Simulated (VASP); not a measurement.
Write the native input for VASP 6.6.1 that does the following.

| Quantity | Value |
| --- | --- |
| Task | single point |
| Functional | PBE |
| Dispersion | D3(BJ) |
| Potentials or basis | VASP PAW PBE potentials, release 64 (C) |
| Cutoff | 520 eV |
| k mesh | 18 × 18 × 2 |
| Occupations | gaussian, width 0.15 eV |
| Spin | no spin polarisation |
| Dipole correction | no |
| Further INCAR settings | ALGO = Fast; EDIFF = 1e-06; NBANDS = 36 |

The structure of C lies in POSCAR:

```
C
1.0
    2.4648840281      0.0000000000      0.0000000000
   -1.2324420141      2.1346521857      0.0000000000
    0.0000000000      0.0000000000     20.6060947640
C
12
Direct
    0.6615954342      0.3282621008      0.9519899901
    0.6666666667      0.3333333333      0.4520101828
    0.6666666667      0.3333333333      0.7793231472
    0.6666666667      0.3333333333      0.2793433400
    0.0000000000      0.0000000000      0.6156666650
    0.3333333333      0.6666666667      0.2793231472
    0.0000000000      0.0000000000      0.1156666650
    0.6666666667      0.3333333333      0.6156666650
    0.3333333333      0.6666666667      0.7793433400
    0.3333333333      0.6666666667      0.1156666650
    0.3333333333      0.6666666667      0.4519899901
    0.3333333333      0.6666666667      0.9520101828
```

This cell differs from its parent crystal: atom 1 (C) moved +0.013 Å towards its neighbour atom 1 (C) at 2.465 Å.

These files were run (other wordings do the same):

INCAR

```
SYSTEM = C
PREC     = Accurate       ! precision mode
ENCUT    = 520            ! plane-wave cutoff, eV
EDIFF    = 1E-6           ! SCF threshold, eV
ISMEAR   = 0              ! smearing method
SIGMA    = 0.15           ! smearing width, eV
LREAL    = .False.        ! projectors in reciprocal space
LASPH    = .True.         ! aspherical terms in the spheres
NELM     = 100            ! most SCF steps
ALGO     = Fast           ! electronic algorithm
ISIF     = 2              ! what is computed and relaxed
LWAVE    = .False.        ! write WAVECAR
LCHARG   = .False.        ! write CHGCAR
GGA      = PE             ! functional
IVDW     = 12             ! dispersion correction
NBANDS   = 36             ! bands
```

KPOINTS

```
Automatic mesh
0
Gamma
  18 18 2
  0 0 0
```

Potentials or basis: VASP PAW PBE potentials, release 64 (C).

The run is started by

```sh
$ cat potpaw_PBE.64/C/POTCAR > POTCAR
$ mpirun -np 1 vasp_std > vasp.out
```

Results of the run:

| Item | Value |
| --- | --- |
| Pressure | 0.4 GPa |
| Largest force | 0.671 eV/Å |
| Band gap on the k mesh | zero (filled and empty bands touch) |
| Dispersion energy per atom | -0.152 eV |

Caveat: the cell differs from its parent crystal (atom 1 (C) moved +0.013 Å towards its neighbour atom 1 (C) at 2.465 Å).

It took 30 min on 1 thread of Oxide Virtual Turin-like Processor, on a shared host, peak memory 0.81 GiB.
